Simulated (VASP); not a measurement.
# BeS (Fm-3m) in VASP: a series of runs

BeS is run at these levels: PBE; tasks: G0W0 quasiparticle levels.

All numbers are computed with VASP 6.6.1; they aren't measurements. Logs are shortened: lines on timing, memory, paths and dates and some standing lists are left out, and cuts for length are marked.

### 1 The cell of the first run

The structure is cubic, space group Fm-3m (No. 225). The conventional cell has a = 4.635 Å, b = 4.635 Å, c = 4.635 Å, α = 90.00°, β = 90.00°, γ = 90.00°. Within 3.1 Å of Be (site symmetry m-3m) lie 6 S at 2.32 Å. S (site symmetry m-3m) has 6 Be at 2.32 Å within 3.1 Å.

### 2 G0W0 quasiparticle levels, PBE

Input file POSCAR:

```
BeS
1.0
    0.0000000000      2.3172972025      2.3172972025
    2.3172972025      0.0000000000      2.3172972025
    2.3172972025      2.3172972025      0.0000000000
Be S
1 1
Direct
    0.0000000000      0.0000000000      0.0000000000
    0.5000000000      0.5000000000      0.5000000000
```

Input file INCAR.step1:

```
SYSTEM = BeS
  PREC = Accurate
  ENCUT = 500
  EDIFF = 1E-8
  ISMEAR = 0
  SIGMA = 0.01
  LREAL = .FALSE.
  LASPH = .TRUE.
  NELM = 80
  ALGO = Normal
  LWAVE = .TRUE.
  LCHARG = .FALSE.
  GGA = PE
```

Input file INCAR.step2:

```
SYSTEM = BeS
  PREC = Accurate
  ENCUT = 500
  EDIFF = 1E-8
  ISMEAR = 0
  SIGMA = 0.01
  LREAL = .FALSE.
  LASPH = .TRUE.
  NELM = 1
  ALGO = Exact
  LWAVE = .TRUE.
  LCHARG = .FALSE.
  GGA = PE
  NBANDS = 97
  LOPTICS = .TRUE.
  ISTART = 1
```

Input file INCAR.step3:

```
SYSTEM = BeS
  PREC = Accurate
  ENCUT = 500
  EDIFF = 1E-8
  ISMEAR = 0
  SIGMA = 0.01
  LREAL = .FALSE.
  LASPH = .TRUE.
  ALGO = EVGW0
  LWAVE = .FALSE.
  LCHARG = .FALSE.
  GGA = PE
  NELMGW = 1
  NBANDS = 97
  ENCUTGW = 140.0
  NOMEGA = 96
  PRECFOCK = Fast
  ISTART = 1
  NBANDSGW = 12
  OMEGAMAX = 20
```

Input file KPOINTS:

```
Automatic mesh
0
G
  6 6 6
  0 0 0
```

Potentials or basis: VASP PAW PBE potentials, release 64 (Be_GW, S_GW).

Command:

```bash
$ cat potpaw_PBE.64/Be_GW/POTCAR potpaw_PBE.64/S_GW/POTCAR > POTCAR
$ cp INCAR.step1 INCAR
$ mpirun -np 1 vasp_std > vasp.out
$ cp INCAR.step2 INCAR
$ mpirun -np 1 vasp_std > vasp.out
$ cp INCAR.step3 INCAR
$ mpirun -np 1 vasp_std > vasp.out
```

OUTCAR:

```text
SYSTEM = BeS
   PREC = Accurate
   ENCUT = 500
   EDIFF = 1E-8
   ISMEAR = 0
   LREAL = .FALSE.
   LASPH = .TRUE.
   GGA = PE
   NELMGW = 1
   ENCUTGW = 140.0
   PRECFOCK = Fast
   ISTART = 1

 ion  position               nearest neighbor table
   1  0.000  0.000  0.000-   2 2.32   2 2.32   2 2.32   2 2.32   2 2.32   2 2.32
   2  0.500  0.500  0.500-   1 2.32   1 2.32   1 2.32   1 2.32   1 2.32   1 2.32

  LATTYP: Found a face centered cubic cell.
 ALAT       =     4.6345944050

  Lattice vectors:

 A1 = (   0.0000000000,   2.3172972025,   2.3172972025)
 A2 = (   2.3172972025,   0.0000000000,   2.3172972025)
 A3 = (   2.3172972025,   2.3172972025,   0.0000000000)

Analysis of symmetry for initial positions (statically):
=====================================================================
 Subroutine PRICEL returns:
 Original cell was already a primitive cell.

 Routine SETGRP: Setting up the symmetry group for a
 face centered cubic supercell.

 Subroutine GETGRP returns: Found 48 space group operations
 (whereof 48 operations were pure point group operations)
 out of a pool of 48 trial point group operations.

The static configuration has the point symmetry O_h .

Analysis of symmetry for dynamics (positions and initial velocities):
=====================================================================
 Subroutine PRICEL returns:
 Original cell was already a primitive cell.

 Routine SETGRP: Setting up the symmetry group for a
 face centered cubic supercell.

 Subroutine GETGRP returns: Found 48 space group operations
 (whereof 48 operations were pure point group operations)
 out of a pool of 48 trial point group operations.

The dynamic configuration has the point symmetry O_h .

 Subroutine INISYM returns: Found 48 space group operations
 (whereof 48 operations are pure point group operations),
 and found     1 'primitive' translations

----------------------------------------------------------------------------------------

                                     Primitive cell

  volume of cell :      24.8872

  direct lattice vectors                    reciprocal lattice vectors
     0.000000000  2.317297202  2.317297202    -0.215768612  0.215768612  0.215768612
     2.317297202  0.000000000  2.317297202     0.215768612 -0.215768612  0.215768612
     2.317297202  2.317297202  0.000000000     0.215768612  0.215768612 -0.215768612

  length of vectors
     3.277153132  3.277153132  3.277153132     0.373722198  0.373722198  0.373722198

  position of ions in fractional coordinates (direct lattice)
     0.000000000  0.000000000  0.000000000
     0.500000000  0.500000000  0.500000000

  ion indices of the primitive-cell ions
   primitive index   ion index
                 1           1
                 2           2

----------------------------------------------------------------------------------------

 KPOINTS: Automatic mesh

Automatic generation of k-mesh.
 Grid dimensions read from file:
 generate k-points for:    6    6    6

 Generating k-lattice:

  Cartesian coordinates                     Fractional coordinates (reciprocal lattice)
    -0.035961435  0.035961435  0.035961435     0.166666667  0.000000000  0.000000000
     0.035961435 -0.035961435  0.035961435     0.000000000  0.166666667  0.000000000
     0.035961435  0.035961435 -0.035961435     0.000000000  0.000000000  0.166666667

  Length of vectors
     0.062287033  0.062287033  0.062287033

  Shift w.r.t. Gamma in fractional coordinates (k-lattice)
     0.000000000  0.000000000  0.000000000

 Subroutine IBZKPT returns following result:
 ===========================================

 Found     16 irreducible k-points:

 Following reciprocal coordinates:
            Coordinates               Weight
  0.000000  0.000000  0.000000      1.000000
  0.166667  0.000000  0.000000      8.000000
  0.333333  0.000000  0.000000      8.000000
  0.500000  0.000000  0.000000      4.000000
  0.166667  0.166667  0.000000      6.000000
  0.333333  0.166667  0.000000     24.000000
[... 8 lines left out ...]
 -0.333333  0.333333  0.166667     24.000000
 -0.333333  0.500000  0.166667     12.000000
   k-points           NKPTS =     16   k-points in BZ     NKDIM =    216   number of bands    NBANDS=     97
   number of dos      NEDOS =    301   number of ions     NIONS =      2
   total plane-waves  NPLWV =  13824
   dimension x,y,z NGX =    24 NGY =   24 NGZ =   24
   dimension x,y,z NGXF=    48 NGYF=   48 NGZF=   48
   ions per type =               1   1
   NGX,Y,Z   is equivalent  to a cutoff of  12.17, 12.17, 12.17 a.u.
   NGXF,Y,Z  is equivalent  to a cutoff of  24.35, 24.35, 24.35 a.u.
 SYSTEM =  BeS
   PREC   = accura    normal or accurate (medium, high low for compatibility)
   ISTART =      1    job   : 0-new  1-cont  2-samecut
   ICHARG =      0    charge: 1-file 2-atom 10-const
   ISPIN  =      1    spin polarized calculation?
   LNONCOLLINEAR =      F non collinear calculations
   LSORBIT =      F    spin-orbit coupling
   LASPH  =      T    aspherical Exc in radial PAW
   ENCUT  =  500.0 eV  36.75 Ry    6.06 a.u.   5.98  5.98  5.98*2*pi/ulx,y,z
   NELM   =     60;   NELMIN=  2; NELMDL=  0     # of ELM steps
   EDIFF  = 0.1E-07   stopping-criterion for ELM
   LREAL  =      F    real-space projection
   EDIFFG = 0.1E-06   stopping-criterion for IOM
   NSW    =      0    number of steps for IOM
   IBRION =     -1    ionic relax: 0-MD 1-quasi-New 2-CG
   NFREE  =      0    steps in history (QN), initial steepest desc. (CG)
   ISIF   =      0    stress and relaxation
   ISYM   =      3    0-nonsym 1-usesym 2-fastsym
   POTIM  = 0.5000    time-step for ionic-motion
   TEBEG  =    0.0;   TEEND  =   0.0 temperature during run
   PSTRESS=    0.0 pullay stress
   NELECT =       8.0000    total number of electrons
   NUPDOWN=      -1.0000    fix difference up-down
   EMIN   =  10.00;   EMAX   =-10.00  energy-range for DOS
   EFERMI =   0.00;   METHOD = LEGACY
   ISMEAR =     0;   SIGMA  =   0.01  broadening in eV -4-tet -1-fermi 0-gaus
   EFERMI_NEDOS =   21; number of points for ismear=-14 and -15
   IALGO  =     38    algorithm
   IMIX   =      4    mixing-type and parameters
     AMIX     =   0.40;   BMIX     =  1.00
     AMIX_MAG =   1.60;   BMIX_MAG =  1.00
  volume/ion in A,a.u.               =      12.44        83.97
  Fermi-wavevector in a.u.,A,eV,Ry     =   1.121450  2.119232 17.111356  1.257649
  Thomas-Fermi vector in A             =   2.258103
   LORBIT       =      0    0 simple, 1 ext, 2 COOP (PROOUT), +10 PAW based schemes
   GGA     = PE    functional components
   LHFCALC =     T    Hartree Fock is set to
   PRECFOCK=fast      Normal, Fast or Accurate (Low or Medium for compatibility)
   ENCUT4O =  -1.0   cutoff for four orbital integrals eV
   NKREDX  =     1    reduce k-point grid by
   NKREDY  =     1    reduce k-point grid by
   NKREDZ  =     1    reduce k-point grid by
   AEXX    =    1.0000 exact exchange contribution
   HFSCREEN=    0.0000 screening length (either q_TF or 0.3 A-1)
   HFSCREENC=   0.0000 screening length for correlation (either q_TF or 0.3 A-1)
   ENCUTFOCK=  -1.0 apply spherical cutoff to Coloumb kernel
   IVDW    =     0    specifies the selected vdW correction
   LEPSILON=     F    determine dielectric tensor
   LRPA    =     F    only Hartree local field effects (RPA)
   LRPAFORCE           =     F    calculate RPA forces
   ENCUTGW             = 140.0    cutoff for response function in eV
   ENCUTGWSOFT         = 112.0    soft cutoff for Coulomb kernel in GW response function in eV
   ENCUTLF             =  -1.0    cutoff for local field effects
   NELMGW              =     1    number of iterations in solving QP/BSE equation
   NELMHF              =     1    number of iterations in the inner HF iteration
   NKREDLFX            =     1    NKREDLFY  =   1   NKREDLFZ  =   1
 non-spin polarized calculation
 Gauss-broadening in eV      SIGMA  =   0.01
  energy-cutoff  :      500.00
  volume of cell :       24.89
 maximum number of plane-waves:       641
  NGX = 14; NGY = 14; NGZ = 14
   NGX = 11   NGY = 11   NGZ = 11
 maximum number of plane-waves:       101
 NGX is ok and might be reduce to    14

 QP shifts <psi_nk| G(iteration)W_0 |psi_nk>: iteration 1
 for sc-GW calculations column KS-energies equals QP-energies in previous step
 and V_xc(KS)=  KS-energies - (<T + V_ion + V_H > + <T+V_H+V_ion>^1  + <V_x>^1)

 k-point   1 :       0.0000    0.0000    0.0000
  band No.  KS-energies  QP-energies   sigma(KS)   V_xc(KS)     V^pw_x(r,r')   Z            occupation Imag(sigma)

      1      -8.9317      -9.5999     -13.6290     -12.6605     -21.3340       0.6899       2.0000       1.5047
      2       5.8614       5.2648     -14.2662     -13.4927     -15.9374       0.7712       2.0000       0.0299
      3       5.8614       5.2648     -14.2662     -13.4927     -15.9374       0.7712       2.0000       0.0299
      4       5.8614       5.2648     -14.2662     -13.4927     -15.9374       0.7712       2.0000       0.0299
      5      11.4373      11.7772     -11.2748     -11.7176      -6.2628       0.7676       0.0000      -0.0819
      6      14.9105      15.2891     -10.4145     -10.8992      -5.2866       0.7811       0.0000      -0.1120
      7      14.9105      15.2891     -10.4145     -10.8992      -5.2866       0.7811       0.0000      -0.1120
      8      14.9105      15.2891     -10.4145     -10.8992      -5.2866       0.7811       0.0000      -0.1120
      9      15.7423      16.0894      -9.9860     -10.4569      -3.4152       0.7369       0.0000      -0.3045
     10      15.7423      16.0894      -9.9860     -10.4569      -3.4152       0.7369       0.0000      -0.3045
     11      15.7423      16.0894      -9.9860     -10.4569      -3.4152       0.7369       0.0000      -0.3045
     12      18.0853      18.5270     -11.4775     -12.0569      -5.4198       0.7625       0.0000      -0.4421

 k-point   2 :       0.1667    0.0000    0.0000
  band No.  KS-energies  QP-energies   sigma(KS)   V_xc(KS)     V^pw_x(r,r')   Z            occupation Imag(sigma)

      1      -8.5279      -9.1914     -13.7075     -12.7492     -21.2731       0.6924       2.0000       1.4454
      2       3.7247       3.0393     -13.6692     -12.7607     -15.9700       0.7544       2.0000       0.0515
      3       5.7611       5.1629     -14.2424     -13.4674     -15.8964       0.7718       2.0000       0.0303
      4       5.7611       5.1629     -14.2424     -13.4674     -15.8964       0.7718       2.0000       0.0303
      5      11.8116      12.1749     -10.7208     -11.1905      -5.7340       0.7734       0.0000      -0.0813
      6      13.1609      13.5718     -10.2640     -10.8031      -4.8364       0.7622       0.0000      -0.1326
      7      13.1609      13.5718     -10.2640     -10.8031      -4.8364       0.7622       0.0000      -0.1326
      8      14.8253      15.2161     -11.3463     -11.8620      -5.7187       0.7578       0.0000      -0.1674
      9      16.0714      16.4571     -10.4957     -10.9948      -4.9833       0.7728       0.0000      -0.1755
     10      16.0714      16.4571     -10.4957     -10.9948      -4.9833       0.7728       0.0000      -0.1755
     11      16.4836      16.7130      -9.6752      -9.9823      -3.2998       0.7470       0.0000      -0.3244
     12      21.4607      21.8631     -11.2809     -11.8023      -4.1592       0.7716       0.0000      -0.8204
[... 196 lines left out ...]
      1      -5.9300      -6.4624     -14.5330     -13.7995     -21.3781       0.7259       2.0000       1.0734
      2      -0.0235      -0.7951     -12.6079     -11.5438     -16.2863       0.7252       2.0000       0.2037
      3       1.6789       0.9585     -12.9877     -12.0103     -15.9296       0.7371       2.0000       0.1035
      4       3.3351       2.6659     -13.0986     -12.2133     -15.2488       0.7559       2.0000       0.0514
      5      10.6816      10.9836     -11.4131     -11.8063      -6.8866       0.7680       0.0000      -0.0724
      6      11.1406      11.5533     -10.0329     -10.5678      -5.0525       0.7714       0.0000      -0.0799
      7      15.2619      15.7228     -11.4506     -12.0581      -5.7777       0.7586       0.0000      -0.1713
      8      16.3508      16.7647     -11.2627     -11.8075      -5.4470       0.7599       0.0000      -0.1988
      9      18.6114      18.9496     -10.1888     -10.6353      -3.5855       0.7576       0.0000      -0.4483
     10      18.8616      19.1943     -10.3975     -10.8432      -3.3268       0.7466       0.0000      -0.6039
     11      22.9812      23.5296     -11.5514     -12.2922      -4.3019       0.7402       0.0000      -0.6347
     12      26.6350      26.8066     -10.4999     -10.7239      -3.1189       0.7655       0.0000      -1.0912

 k-point  16 :      -0.3333    0.5000    0.1667
  band No.  KS-energies  QP-energies   sigma(KS)   V_xc(KS)     V^pw_x(r,r')   Z            occupation Imag(sigma)

      1      -5.6079      -6.1187     -14.7031     -13.9964     -21.4679       0.7229       2.0000       1.0231
      2       0.0059      -0.7352     -12.5836     -11.5573     -16.2280       0.7221       2.0000       0.1953
      3       1.6679       0.9343     -12.9120     -11.9187     -15.8383       0.7386       2.0000       0.1020
      4       2.3756       1.6643     -12.8971     -11.9421     -15.4387       0.7448       2.0000       0.0759
      5       9.2766       9.5559     -10.8583     -11.2180      -6.5594       0.7763       0.0000      -0.0589
      6      13.0478      13.3480     -10.3911     -10.7731      -5.5028       0.7859       0.0000      -0.0823
      7      13.7700      14.2046     -10.9126     -11.4908      -5.1965       0.7516       0.0000      -0.1711
      8      17.6846      18.1659     -11.6464     -12.2867      -5.3845       0.7517       0.0000      -0.2816
      9      18.5486      18.9736     -10.7935     -11.3723      -3.6896       0.7342       0.0000      -0.5366
     10      20.7031      21.1201     -10.3215     -10.8690      -3.1805       0.7615       0.0000      -0.7154
     11      23.7281      24.3168     -12.2442     -13.0491      -4.7923       0.7315       0.0000      -0.6440
     12      24.7008      25.2230     -11.9706     -12.6641      -4.3191       0.7529       0.0000      -1.1290
```

It took 2.5 min on 1 thread of Intel Xeon 6975P-C (Granite Rapids), shared host; peak memory 0.46 GiB.

Results:

```
Quasiparticle gap                                   : 1.73 eV
Least direct quasiparticle gap                      : 5.04 eV
Band gap of the starting levels on the mesh         : 0.97 eV
Least direct gap of the starting levels on the mesh : 4.14 eV
```

Caveat: the k points lie up to 0.39 Å⁻¹ apart; bands, screening cutoff and mesh are small and nothing is extrapolated, so the quasiparticle values aren't converged; the structure was generated, so it needn't be the stable form of BeS.

(Part 1 of 2 ends here.)
